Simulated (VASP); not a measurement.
# Li2S (Fm-3m) in VASP: vibrations by perturbation theory with LDA

Aim: the vibrations by perturbation theory of Li2S with LDA.

All numbers are computed with VASP 6.6.1; they aren't measurements. Logs are shortened: lines on timing, memory, paths and dates and some standing lists are left out, and cuts for length are marked.

## 1. The cell of the first run

Symmetry: Fm-3m, No. 225, cubic system. Conventional cell: a = 5.035 Å, b = 5.035 Å, c = 5.035 Å, α = 90.00°, β = 90.00°, γ = 90.00°. Li (site symmetry -43m) has 4 S at 2.18 Å and 6 Li at 2.52 Å within 2.9 Å. S (site symmetry m-3m) has 8 Li at 2.18 Å within 2.9 Å.

## 2. Vibrations by perturbation theory, LDA

INCAR reads:

```
SYSTEM = Li2S
PREC     = Accurate       ! precision mode
ENCUT    = 750            ! plane-wave cutoff, eV
EDIFF    = 1E-8           ! SCF threshold, eV
ISMEAR   = 0              ! smearing method
SIGMA    = 0.01           ! smearing width, eV
LREAL    = .False.        ! projectors in reciprocal space
LASPH    = .True.         ! aspherical terms in the spheres
NELM     = 120            ! most SCF steps
ALGO     = Normal         ! electronic algorithm
ISIF     = 2              ! what is computed and relaxed
LWAVE    = .False.        ! write WAVECAR
LCHARG   = .False.        ! write CHGCAR
IBRION   = 8              ! ionic algorithm
NSW      = 1              ! ionic steps
LEPSILON = .True.         ! dielectric tensor by DFPT
GGA_COMPAT= .False.
```

KPOINTS reads:

```
Automatic mesh
0
Gamma
  8 8 8
  0 0 0
```

POSCAR reads:

```
Li2S
1.0
    0.0000000000      2.5174184226      2.5174184226
    2.5174184226      0.0000000000      2.5174184226
    2.5174184226      2.5174184226      0.0000000000
Li S
2 1
Direct
    0.2500000000      0.2500000000      0.2500000000
    0.7500000000      0.7500000000      0.7500000000
    0.0000000000      0.0000000000      0.0000000000
```

Potentials or basis: VASP PAW LDA potentials, release 64 (Li_sv, S).

On the command line:

```bash
> cat potpaw_LDA.64/Li_sv/POTCAR potpaw_LDA.64/S/POTCAR > POTCAR
> mpirun -np 1 vasp_std > vasp.out
```

OUTCAR:

```text
SYSTEM = Li2S
   PREC = Accurate
   ENCUT = 750
   EDIFF = 1E-8
   ISMEAR = 0
   LREAL = .False.
   LASPH = .True.
   NELM = 120
   ISIF = 2
   IBRION = 8
   NSW = 1
   LEPSILON = .True.

 ion  position               nearest neighbor table
   1  0.250  0.250  0.250-   3 2.18   3 2.18   3 2.18   3 2.18   2 2.52   2 2.52   2 2.52   2 2.52
                             2 2.52   2 2.52
   2  0.750  0.750  0.750-   3 2.18   3 2.18   3 2.18   3 2.18   1 2.52   1 2.52   1 2.52   1 2.52
                             1 2.52   1 2.52
   3  0.000  0.000  0.000-   2 2.18   2 2.18   2 2.18   1 2.18   2 2.18   1 2.18   1 2.18   1 2.18

  LATTYP: Found a face centered cubic cell.
 ALAT       =     5.0348368452

  Lattice vectors:

 A1 = (   0.0000000000,   2.5174184226,   2.5174184226)
 A2 = (   2.5174184226,   0.0000000000,   2.5174184226)
 A3 = (   2.5174184226,   2.5174184226,   0.0000000000)

Analysis of symmetry for initial positions (statically):
=====================================================================
 Subroutine PRICEL returns:
 Original cell was already a primitive cell.

 Routine SETGRP: Setting up the symmetry group for a
 face centered cubic supercell.

 Subroutine GETGRP returns: Found 48 space group operations
 (whereof 48 operations were pure point group operations)
 out of a pool of 48 trial point group operations.

The static configuration has the point symmetry O_h .

Analysis of symmetry for dynamics (positions and initial velocities):
=====================================================================
 Subroutine PRICEL returns:
 Original cell was already a primitive cell.

 Routine SETGRP: Setting up the symmetry group for a
 face centered cubic supercell.

 Subroutine GETGRP returns: Found 48 space group operations
 (whereof 48 operations were pure point group operations)
 out of a pool of 48 trial point group operations.

The dynamic configuration has the point symmetry O_h .

 Subroutine INISYM returns: Found 48 space group operations
 (whereof 48 operations are pure point group operations),
 and found     1 'primitive' translations

----------------------------------------------------------------------------------------

                                     Primitive cell

  volume of cell :      31.9078

  direct lattice vectors                    reciprocal lattice vectors
     0.000000000  2.517418423  2.517418423    -0.198616168  0.198616168  0.198616168
     2.517418423  0.000000000  2.517418423     0.198616168 -0.198616168  0.198616168
     2.517418423  2.517418423  0.000000000     0.198616168  0.198616168 -0.198616168

  length of vectors
     3.560167275  3.560167275  3.560167275     0.344013294  0.344013294  0.344013294

  position of ions in fractional coordinates (direct lattice)
     0.250000000  0.250000000  0.250000000
     0.750000000  0.750000000  0.750000000
     0.000000000  0.000000000  0.000000000

  ion indices of the primitive-cell ions
   primitive index   ion index
                 1           1
                 2           2
                 3           3

----------------------------------------------------------------------------------------

 KPOINTS: Automatic mesh

[... 478 lines left out ...]

------------------------ aborting loop because EDIFF is reached ----------------------------------------

--------------------------------------- Ionic step        3  -------------------------------------------

------------------------ aborting loop because EDIFF is reached ----------------------------------------

 PIEZOELECTRIC TENSOR FIELD DIRECTION 3  (e Angst)
 -----------------------------------------------------------------------------
    -0.00017  0.00000  0.00000           (  0.00000  0.00000  0.00000)
     0.00000 -0.00017 -0.00000           (  0.00000  0.00000 -0.00000)
     0.00000  0.00000 -0.00116           (  0.00000 -0.00000  0.00000)

 PIEZOELECTRIC TENSOR FIELD DIRECTION 3  (C/m^2)
 -----------------------------------------------------------------------------
    -0.00008  0.00000  0.00000
     0.00000 -0.00008 -0.00000
     0.00000  0.00000 -0.00058

[... ionic steps 4 to 9 ...]

--------------------------------------- Ionic step       10  -------------------------------------------

 Free energy of the ion-electron system (eV)
  ---------------------------------------------------
  ---------------------------------------------------
  free energy    TOTEN  =        -0.10672068 eV

  energy without entropy =       -0.10672068

------------------------ aborting loop because EDIFF is reached ----------------------------------------

 INTERNAL STRAIN TENSOR  FOR ION    3  DIRECTION 1   (eV/Angst):
 -----------------------------------------------------------------------------
    -0.00624 -0.00000  0.00000
     0.00000  0.01139 -0.00000
     0.00000 -0.00000  0.01139

 MACROSCOPIC STATIC DIELECTRIC TENSOR (including local field effects in DFT)
 ------------------------------------------------------
           4.417451    -0.000000    -0.000000
          -0.000000     4.417451     0.000000
          -0.000000     0.000000     4.417451
 ------------------------------------------------------

 PIEZOELECTRIC TENSOR (including local field effects)  for field in x, y, z        (e  Angst)
          XX          YY          ZZ          XY          YZ          ZX
  --------------------------------------------------------------------------------
  x     0.00000     0.00000     0.00000     0.00000     0.00000     0.00000
  y     0.00000     0.00000     0.00000     0.00000     0.00000     0.00000
  z     0.00000     0.00000     0.00000     0.00000     0.00000     0.00000

 PIEZOELECTRIC TENSOR (including local field effects)  for field in x, y, z        (C/m^2)
          XX          YY          ZZ          XY          YZ          ZX
  --------------------------------------------------------------------------------
  x     0.00000     0.00000     0.00000     0.00000     0.00000     0.00000
  y     0.00000     0.00000     0.00000     0.00000     0.00000     0.00000
  z     0.00000     0.00000     0.00000     0.00000     0.00000     0.00000

 BORN EFFECTIVE CHARGES (including local field effects) (in |e|, cummulative output)
 ---------------------------------------------------------------------------------
 ion    1
    1     0.77797     0.00000     0.00000
    2     0.00000     0.77797     0.00000
    3     0.00000     0.00000     0.77797
 ion    2
    1     0.77797     0.00000     0.00000
    2     0.00000     0.77797     0.00000
    3     0.00000     0.00000     0.77797
 ion    3
    1    -1.55593     0.00000     0.00000
    2     0.00000    -1.55593     0.00000
    3     0.00000     0.00000    -1.55593

 INTERNAL STRAIN TENSOR FOR ION    3 for displacements in x,y,z  (eV/Angst):
          X           Y           Z          XY          YZ          ZX
  --------------------------------------------------------------------------------
  x     0.00000     0.00000     0.00000     0.00000     0.00000     0.00000
  y     0.00000     0.00000     0.00000     0.00000     0.00000     0.00000
  z     0.00000     0.00000     0.00000     0.00000     0.00000     0.00000

 SECOND DERIVATIVES (NOT SYMMETRIZED)
 ------------------------------------
               1X          1Y          1Z          2X          2Y          2Z          3X          3Y          3Z
  1X    -7.225857    0.000000    0.000000    1.588690    0.000000    0.000000    5.637167    0.000000    0.000000
  1Y     0.000000   -7.225857    0.000000    0.000000    1.588690    0.000000    0.000000    5.637167    0.000000
  1Z     0.000000    0.000000   -7.225857    0.000000    0.000000    1.588690    0.000000    0.000000    5.637167
  2X     1.588690    0.000000    0.000000   -7.225857    0.000000    0.000000    5.637167    0.000000    0.000000
  2Y     0.000000    1.588690    0.000000    0.000000   -7.225857    0.000000    0.000000    5.637167    0.000000
  2Z     0.000000    0.000000    1.588690    0.000000    0.000000   -7.225857    0.000000    0.000000    5.637167
  3X     5.666438    0.000000    0.000000    5.666438    0.000000    0.000000  -11.332875    0.000000    0.000000
  3Y     0.000000    5.666438    0.000000    0.000000    5.666438    0.000000    0.000000  -11.332875    0.000000
  3Z     0.000000    0.000000    5.666438    0.000000    0.000000    5.666438    0.000000    0.000000  -11.332875

 Eigenvectors and eigenvalues of the dynamical matrix
 ----------------------------------------------------

   1 f  =   17.530395 THz   110.146719 2PiTHz  584.751026 cm-1    72.499855 meV
             X         Y         Z           dx          dy          dz
      1.258709  1.258709  1.258709     0.645350   -0.289003    0.000000
      3.776128  3.776128  3.776128    -0.645350    0.289003   -0.000000
      0.000000  0.000000  0.000000    -0.000000    0.000000    0.000000
[... 43 lines left out ...]
   9 f/i=    0.020059 THz     0.126034 2PiTHz    0.669097 cm-1     0.082957 meV
             X         Y         Z           dx          dy          dz
      1.258709  1.258709  1.258709     0.279610   -0.268169   -0.050588
      3.776128  3.776128  3.776128     0.279610   -0.268169   -0.050588
      0.000000  0.000000  0.000000     0.596474   -0.572067   -0.107916

--------------------------------------------------------------------------------------------------------

 MACROSCOPIC STATIC DIELECTRIC TENSOR IONIC CONTRIBUTION
 ------------------------------------------------------
           1.213554     0.000000    -0.000000
          -0.000000     1.213554    -0.000000
          -0.000000    -0.000000     1.213554
 ------------------------------------------------------

 ELASTIC MODULI CONTR FROM IONIC RELAXATION (kBar)
 Direction    XX          YY          ZZ          XY          YZ          ZX
 --------------------------------------------------------------------------------
 XX          -0.0000      0.0000      0.0000     -0.0000     -0.0000     -0.0000
 YY           0.0000     -0.0000     -0.0000     -0.0000      0.0000     -0.0000
 ZZ           0.0000     -0.0000     -0.0000     -0.0000      0.0000     -0.0000
 XY          -0.0000     -0.0000     -0.0000   -565.5815      0.0000     -0.0000
 YZ          -0.0000      0.0000      0.0000      0.0000   -565.5815     -0.0000
 ZX          -0.0000     -0.0000     -0.0000     -0.0000     -0.0000   -565.5815
 --------------------------------------------------------------------------------

 PIEZOELECTRIC TENSOR IONIC CONTR  for field in x, y, z        (C/m^2)
          XX          YY          ZZ          XY          YZ          ZX
  --------------------------------------------------------------------------------
  x     0.00000     0.00000     0.00000     0.00000     0.00000     0.00000
  y     0.00000    -0.00000    -0.00000    -0.00000     0.00000     0.00000
  z     0.00000     0.00000     0.00000     0.00000    -0.00000    -0.00000
```

It took 4.3 min on 1 thread of Intel Xeon Platinum 8259CL at 2.50GHz (Skylake/Cascade Lake), shared host; peak memory 0.27 GiB.

What came out:

* Electronic dielectric tensor (diagonal): 4.42
* Born charges (mean of the diagonal): Li +0.78; S -1.56 e
* Highest phonon frequency at Γ, LO-TO splitting left out: 585 cm⁻¹

Phonon frequencies in cm⁻¹ (negative: imaginary):
| q point | frequencies |
| --- | --- |
| (0.000, 0.000, 0.000) | -1 -1 -1 561 561 561 585 585 585 |

Electronic dielectric tensor:
```
4.42 0.00 0.00
0.00 4.42 0.00
0.00 0.00 4.42
```

Born effective charge tensors (e):
atom 1, Li
```
0.78 0.00 0.00
0.00 0.78 0.00
0.00 0.00 0.78
```
atom 2, Li
```
0.78 0.00 0.00
0.00 0.78 0.00
0.00 0.00 0.78
```
atom 3, S
```
-1.56  0.00  0.00
 0.00 -1.56  0.00
 0.00  0.00 -1.56
```

Caveat: the cell stands under pressure or tension, which shifts response properties.
